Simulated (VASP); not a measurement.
# Si5Br2 (P4/mmm) in VASP: further runs

The runs below take Si5Br2 through single point, relaxation of cell and atoms, with PBE.

All numbers are computed with VASP 6.6.1; they aren't measurements. Logs are shortened: lines on timing, memory, paths and dates and some standing lists are left out, and cuts for length are marked.

**1. The cell of the first run**

Symmetry: P4/mmm, No. 123, tetragonal system. Conventional cell: a = 3.627 Å, b = 3.627 Å, c = 12.285 Å, α = 90.00°, β = 90.00°, γ = 90.00°. Within 3.3 Å of Si (site symmetry mmm) lie 8 Si at 2.54 to 2.56 Å. Si (site symmetry 4mm) has 4 Si at 2.54 Å and 4 Br at 3.14 Å within 3.3 Å. Within 3.4 Å of Si (site symmetry 4/mmm) lie 2 Br at 2.56 Å. Within 3.4 Å of Br (site symmetry 4mm) lie 5 Si at 2.56 to 3.14 Å.

The cell was built from a structure type or drawn by symmetry, and may not be a known phase.

**2. Single point, PBE**

Input file INCAR:

```
SYSTEM = Si5Br2
PREC = Accurate
ENCUT = 520
EDIFF = 1E-6
ISMEAR = 0
SIGMA = 0.1
LREAL = .False.
LASPH = .True.
NELM = 100
ALGO = Normal
ISIF = 2
LWAVE = .False.
LCHARG = .True.
GGA = PE
LELF = .True.
LVHAR = .True.
NBANDS = 26
```

Input file KPOINTS:

```
regular mesh
0
Gamma
  6 6 2
  0 0 0
```

Input file POSCAR:

```
Si5Br2
1.0
    3.6268442271      0.0000000000      0.0000000000
    0.0000000000      3.6268442271      0.0000000000
    0.0000000000      0.0000000000     12.2845382244
Si Br
5 2
Direct
    0.0000000000      0.5000000000      0.0000000000
    0.5000000000      0.0000000000      0.0000000000
    0.0000000000      0.0000000000      0.1443439849
    0.0000000000      0.0000000000      0.8556560151
    0.5000000000      0.5000000000      0.5000000000
    0.5000000000      0.5000000000      0.7079908429
    0.5000000000      0.5000000000      0.2920091571
```

Potentials or basis: VASP PAW PBE potentials, release 64 (Si, Br).

Run with:

```sh
$ cat potpaw_PBE.64/Si/POTCAR potpaw_PBE.64/Br/POTCAR > POTCAR
$ mpirun -np 1 vasp_std > vasp.out
```

OUTCAR:

```text
SYSTEM = Si5Br2
   PREC = Accurate
   ENCUT = 520
   EDIFF = 1E-6
   ISMEAR = 0
   LREAL = .False.
   LASPH = .True.
   NELM = 100
   ISIF = 2
   GGA = PE

 ion  position               nearest neighbor table
   1  0.000  0.500  0.000-   3 2.54   4 2.54   3 2.54   4 2.54   2 2.56   2 2.56   2 2.56   2 2.56

   2  0.500  0.000  0.000-   3 2.54   4 2.54   3 2.54   4 2.54   1 2.56   1 2.56   1 2.56   1 2.56

   3  0.000  0.000  0.144-   1 2.54   2 2.54   1 2.54   2 2.54
   4  0.000  0.000  0.856-   1 2.54   2 2.54   1 2.54   2 2.54
   5  0.500  0.500  0.500-   6 2.56   7 2.56
   6  0.500  0.500  0.708-   5 2.56
   7  0.500  0.500  0.292-   5 2.56

  LATTYP: Found a simple tetragonal cell.
 ALAT       =     3.6268442271
 C/A-ratio  =     3.3871149283

  Lattice vectors:

 A1 = (   3.6268442271,   0.0000000000,   0.0000000000)
 A2 = (   0.0000000000,   3.6268442271,   0.0000000000)
 A3 = (   0.0000000000,   0.0000000000,  12.2845382244)

Analysis of symmetry for initial positions (statically):
=====================================================================
 Subroutine PRICEL returns:
 Original cell was already a primitive cell.

 Routine SETGRP: Setting up the symmetry group for a
 simple tetragonal supercell.

 Subroutine GETGRP returns: Found 16 space group operations
 (whereof 16 operations were pure point group operations)
 out of a pool of 16 trial point group operations.

The static configuration has the point symmetry D_4h.

Analysis of symmetry for dynamics (positions and initial velocities):
=====================================================================
 Subroutine PRICEL returns:
 Original cell was already a primitive cell.

 Routine SETGRP: Setting up the symmetry group for a
 simple tetragonal supercell.

 Subroutine GETGRP returns: Found 16 space group operations
 (whereof 16 operations were pure point group operations)
 out of a pool of 16 trial point group operations.

The dynamic configuration has the point symmetry D_4h.

 Subroutine INISYM returns: Found 16 space group operations
 (whereof 16 operations are pure point group operations),
 and found     1 'primitive' translations

----------------------------------------------------------------------------------------

                                     Primitive cell

  volume of cell :     161.5908

  direct lattice vectors                    reciprocal lattice vectors
     3.626844227  0.000000000  0.000000000     0.275721795  0.000000000  0.000000000
     0.000000000  3.626844227  0.000000000     0.000000000  0.275721795  0.000000000
     0.000000000  0.000000000 12.284538224     0.000000000  0.000000000  0.081403141

  length of vectors
     3.626844227  3.626844227 12.284538224     0.275721795  0.275721795  0.081403141

  position of ions in fractional coordinates (direct lattice)
     0.000000000  0.500000000  0.000000000
     0.500000000  0.000000000  0.000000000
     0.000000000  0.000000000  0.144343985
     0.000000000  0.000000000  0.855656015
     0.500000000  0.500000000  0.500000000
     0.500000000  0.500000000  0.707990843
     0.500000000  0.500000000  0.292009157

  ion indices of the primitive-cell ions
   primitive index   ion index
                 1           1
                 2           2
                 3           3
                 4           4
                 5           5
                 6           6
                 7           7

----------------------------------------------------------------------------------------

 KPOINTS: regular mesh

Automatic generation of k-mesh.
 Grid dimensions read from file:
 generate k-points for:    6    6    2

 Generating k-lattice:

  Cartesian coordinates                     Fractional coordinates (reciprocal lattice)
     0.045953632  0.000000000  0.000000000     0.166666667  0.000000000  0.000000000
     0.000000000  0.045953632  0.000000000     0.000000000  0.166666667  0.000000000
     0.000000000  0.000000000  0.040701571     0.000000000  0.000000000  0.500000000

  Length of vectors
     0.045953632  0.045953632  0.040701571

  Shift w.r.t. Gamma in fractional coordinates (k-lattice)
     0.000000000  0.000000000  0.000000000

 Subroutine IBZKPT returns following result:
 ===========================================

 Found     20 irreducible k-points:

 Following reciprocal coordinates:
            Coordinates               Weight
  0.000000  0.000000  0.000000      1.000000
  0.166667  0.000000  0.000000      4.000000
  0.333333  0.000000  0.000000      4.000000
  0.500000  0.000000  0.000000      2.000000
  0.166667  0.166667  0.000000      4.000000
  0.333333  0.166667  0.000000      8.000000
[... 12 lines left out ...]
  0.500000  0.333333  0.500000      4.000000
  0.500000  0.500000  0.500000      1.000000
   k-points           NKPTS =     20   k-points in BZ     NKDIM =     20   number of bands    NBANDS=     26
   number of dos      NEDOS =    301   number of ions     NIONS =      7
   total plane-waves  NPLWV =  75264
   dimension x,y,z NGX =    28 NGY =   28 NGZ =   96
   dimension x,y,z NGXF=    56 NGYF=   56 NGZF=  192
   ions per type =               5   2
   NGX,Y,Z   is equivalent  to a cutoff of  12.83, 12.83, 12.99 a.u.
   NGXF,Y,Z  is equivalent  to a cutoff of  25.67, 25.67, 25.98 a.u.
 SYSTEM =  Si5Br2
   PREC   = accura    normal or accurate (medium, high low for compatibility)
   ISTART =      0    job   : 0-new  1-cont  2-samecut
   ICHARG =      2    charge: 1-file 2-atom 10-const
   ISPIN  =      1    spin polarized calculation?
   LNONCOLLINEAR =      F non collinear calculations
   LSORBIT =      F    spin-orbit coupling
   LASPH  =      T    aspherical Exc in radial PAW
   ENCUT  =  520.0 eV  38.22 Ry    6.18 a.u.   6.74  6.74 22.84*2*pi/ulx,y,z
   NELM   =    100;   NELMIN=  2; NELMDL= -5     # of ELM steps
   EDIFF  = 0.1E-05   stopping-criterion for ELM
   LREAL  =      F    real-space projection
   EDIFFG = 0.1E-04   stopping-criterion for IOM
   NSW    =      0    number of steps for IOM
   IBRION =     -1    ionic relax: 0-MD 1-quasi-New 2-CG
   NFREE  =      0    steps in history (QN), initial steepest desc. (CG)
   ISIF   =      2    stress and relaxation
   ISYM   =      2    0-nonsym 1-usesym 2-fastsym
   POTIM  = 0.5000    time-step for ionic-motion
   TEBEG  =    0.0;   TEEND  =   0.0 temperature during run
   PSTRESS=    0.0 pullay stress
   NELECT =      34.0000    total number of electrons
   NUPDOWN=      -1.0000    fix difference up-down
   EMIN   =  10.00;   EMAX   =-10.00  energy-range for DOS
   EFERMI =   0.00;   METHOD = LEGACY
   ISMEAR =     0;   SIGMA  =   0.10  broadening in eV -4-tet -1-fermi 0-gaus
   EFERMI_NEDOS =   21; number of points for ismear=-14 and -15
   IALGO  =     38    algorithm
   IMIX   =      4    mixing-type and parameters
     AMIX     =   0.40;   BMIX     =  1.00
     AMIX_MAG =   1.60;   BMIX_MAG =  1.00
  volume/ion in A,a.u.               =      23.08       155.78
  Fermi-wavevector in a.u.,A,eV,Ry     =   0.973708  1.840042 12.899793  0.948108
  Thomas-Fermi vector in A             =   2.104110
   LORBIT       =      0    0 simple, 1 ext, 2 COOP (PROOUT), +10 PAW based schemes
   GGA     = PE    functional components
   LHFCALC =     F    Hartree Fock is set to
   AEXX    =    0.0000 exact exchange contribution
   IVDW    =     0    specifies the selected vdW correction
   LEPSILON=     F    determine dielectric tensor
   LRPA    =     F    only Hartree local field effects (RPA)
 non-spin polarized calculation
 Gauss-broadening in eV      SIGMA  =   0.10
  energy-cutoff  :      520.00
  volume of cell :      161.59
 maximum number of plane-waves:      4388
 NGX is ok and might be reduce to    28
   NGX = 13   NGY = 13   NGZ = 45

 number of electron      34.0000001 magnetization

 Free energy of the ion-electron system (eV)
  ---------------------------------------------------
  ext. energy  EPLUGINS =         0.00000000
  ---------------------------------------------------
  free energy    TOTEN  =       -27.31963038 eV

  energy without entropy =      -27.31255101  energy(sigma->0) =      -27.31609069

 E-fermi :   4.3364     XC(G=0):  -9.1182

 val. band max:        4.2345351534   @ k =   0.0000   0.0000   0.5000
 cond. band min:       4.3842799514   @ k =   0.1667   0.0000   0.0000
 fundamental gap:      0.1497447979
 Fermi energy:         4.3363787133

 k-point     1 :       0.0000    0.0000    0.0000
  band No.  band energies     occupation
      1     -11.1618      2.00000
      2     -11.0929      2.00000
      3      -8.8139      2.00000
      4      -4.6172      2.00000
      5      -3.5719      2.00000
      6      -0.5397      2.00000
[... 18 lines left out ...]
     25       9.1123      0.00000
     26       9.1123      0.00000

 k-point     2 :       0.1667    0.0000    0.0000
  band No.  band energies     occupation
      1     -11.0755      2.00000
      2     -11.0117      2.00000
      3      -8.5429      2.00000
      4      -4.4129      2.00000
      5      -3.3918      2.00000
      6      -1.4149      2.00000
[... 18 lines left out ...]
     25       8.4858      0.00000
     26       8.6811      0.00000

 k-point     3 :       0.3333    0.0000    0.0000
  band No.  band energies     occupation
      1     -10.8929      2.00000
      2     -10.8391      2.00000
      3      -7.7717      2.00000
      4      -3.9050      2.00000
      5      -3.7697      2.00000
      6      -2.9440      2.00000
[... 18 lines left out ...]
     25       8.9648      0.00000
     26       9.2169      0.00000

 k-point     4 :       0.5000    0.0000    0.0000
  band No.  band energies     occupation
      1     -10.7959      2.00000
      2     -10.7470      2.00000
      3      -7.0258      2.00000
      4      -5.0691      2.00000
      5      -3.5641      2.00000
      6      -2.6732      2.00000
[... 18 lines left out ...]
     25       9.0092      0.00000
     26       9.4955      0.00000

 k-point     5 :       0.1667    0.1667    0.0000
  band No.  band energies     occupation
      1     -10.9931      2.00000
      2     -10.9334      2.00000
      3      -8.2699      2.00000
      4      -4.2015      2.00000
      5      -3.2151      2.00000
      6      -1.2106      2.00000
[... 18 lines left out ...]
     25       8.6790      0.00000
     26       9.4032      0.00000

 k-point     6 :       0.3333    0.1667    0.0000
  band No.  band energies     occupation
      1     -10.8191      2.00000
      2     -10.7676      2.00000
      3      -7.4931      2.00000
      4      -3.6681      2.00000
      5      -3.5111      2.00000
      6      -2.7772      2.00000
[... 311 lines left out ...]
 k-point    17 :       0.5000    0.1667    0.5000
  band No.  band energies     occupation
      1     -10.7254      2.00000
      2     -10.6808      2.00000
      3      -6.7377      2.00000
      4      -4.8055      2.00000
      5      -3.3006      2.00000
      6      -2.6160      2.00000
[... 18 lines left out ...]
     25       9.4553      0.00000
     26      10.2849      0.00000

 k-point    18 :       0.3333    0.3333    0.5000
  band No.  band energies     occupation
      1     -10.6619      2.00000
      2     -10.6187      2.00000
      3      -6.6961      2.00000
      4      -3.1115      2.00000
      5      -2.9460      2.00000
      6      -2.5524      2.00000
[... 18 lines left out ...]
     25      10.0963      0.00000
     26      10.4487      0.00000

 k-point    19 :       0.5000    0.3333    0.5000
  band No.  band energies     occupation
      1     -10.5809      2.00000
      2     -10.5379      2.00000
      3      -5.9036      2.00000
      4      -4.1140      2.00000
      5      -2.5503      2.00000
      6      -2.2249      2.00000
[... 18 lines left out ...]
     25       9.4441      0.00000
     26      10.2510      0.00000

 k-point    20 :       0.5000    0.5000    0.5000
  band No.  band energies     occupation
      1     -10.5048      2.00000
      2     -10.4626      2.00000
      3      -5.0042      2.00000
      4      -3.5370      2.00000
      5      -3.5370      2.00000
      6      -1.9856      2.00000
[... 18 lines left out ...]
     25       8.7460      0.00000
     26       9.6736      0.00000

------------------------ aborting loop because EDIFF is reached ----------------------------------------

  FORCE on cell =-STRESS in cart. coord.  units (eV):
  Direction    XX          YY          ZZ          XY          YZ          ZX
  --------------------------------------------------------------------------------------
  -------------------------------------------------------------------------------------
  Total        0.0152512      0.0152512      0.2821986      0.0000000     -0.0000000     -0.0000000
  in kB        0.1512156      0.1512156      2.7980072      0.0000000     -0.0000000     -0.0000000
  external PRESSURE =       1.0334795 kB  Pullay stress =       0.0000000 kB

 VOLUME and BASIS-vectors are now :
 -----------------------------------------------------------------------------
  energy-cutoff  :      520.00
  volume of cell :      161.59
      direct lattice vectors                 reciprocal lattice vectors
     3.626844227  0.000000000  0.000000000     0.275721795  0.000000000  0.000000000
     0.000000000  3.626844227  0.000000000     0.000000000  0.275721795  0.000000000
     0.000000000  0.000000000 12.284538224     0.000000000  0.000000000  0.081403141

 POSITION                                       TOTAL-FORCE (eV/Angst)
 -----------------------------------------------------------------------------------
      0.00000      1.81342      0.00000        -0.000000     -0.000000      0.000000
      1.81342      0.00000      0.00000        -0.000000     -0.000000      0.000000
      0.00000      0.00000      1.77320         0.000000     -0.000000      0.022110
      0.00000      0.00000     10.51134        -0.000000     -0.000000     -0.022110
      1.81342      1.81342      6.14227        -0.000000     -0.000000      0.000000
      1.81342      1.81342      8.69734        -0.000000     -0.000000      0.037196
      1.81342      1.81342      3.58720         0.000000      0.000000     -0.037196
 -----------------------------------------------------------------------------------
    total drift:                               -0.000000      0.000000     -0.000000

  FREE ENERGIE OF THE ION-ELECTRON SYSTEM (eV)
  ---------------------------------------------------
  free  energy   TOTEN  =       -27.3196303771 eV

  energy  without entropy=      -27.3125510087  energy(sigma->0) =      -27.31609069
```

It took 2.7 min on 1 thread of Oxide Virtual Turin-like, shared host; peak memory 0.25 GiB.

What came out:

```yaml
Free_energy: -27.3196 eV
Pressure: 0.1 GPa
Largest_force: 0.037 eV/Å
Band_gap_on_the_k_mesh: zero (bands 17 and 18 overlap by 1.60 eV)
```

Forces in eV/Å, atoms in the order of the input:
```
Si   0.000  0.000  0.000
Si   0.000  0.000  0.000
Si   0.000  0.000  0.022
Si   0.000  0.000 -0.022
Si   0.000  0.000  0.000
Br   0.000  0.000  0.037
Br   0.000  0.000 -0.037
```

Levels at points of the mesh, in eV from the Fermi level:
```tsv
k point	band 12	band 13	band 14	band 15	band 16	band 17	band 18	band 19	band 20	band 21
(0.00, 0.00, 0.00)	-2.03	-2.03	-1.79	-1.45	-0.64	0.52	1.40	1.40	2.01	2.76
(0.50, 0.00, 0.00)	-2.15	-1.76	-1.72	-1.68	-0.46	0.59	0.85	0.87	1.13	1.83
(0.50, 0.50, 0.00)	-4.12	-4.12	-2.69	-2.46	-2.46	-1.11	-0.38	-0.38	0.37	2.35
(0.00, 0.00, 0.50)	-2.22	-1.95	-1.95	-1.79	-0.10	0.12	1.32	1.32	2.01	2.94
(0.50, 0.00, 0.50)	-1.73	-1.72	-1.69	-1.26	-1.10	0.59	0.61	0.80	1.25	1.83
(0.50, 0.50, 0.50)	-3.99	-3.93	-2.68	-2.63	-2.63	-1.37	-0.11	-0.11	0.36	2.04
```

(Continued in part 2 of 2.)
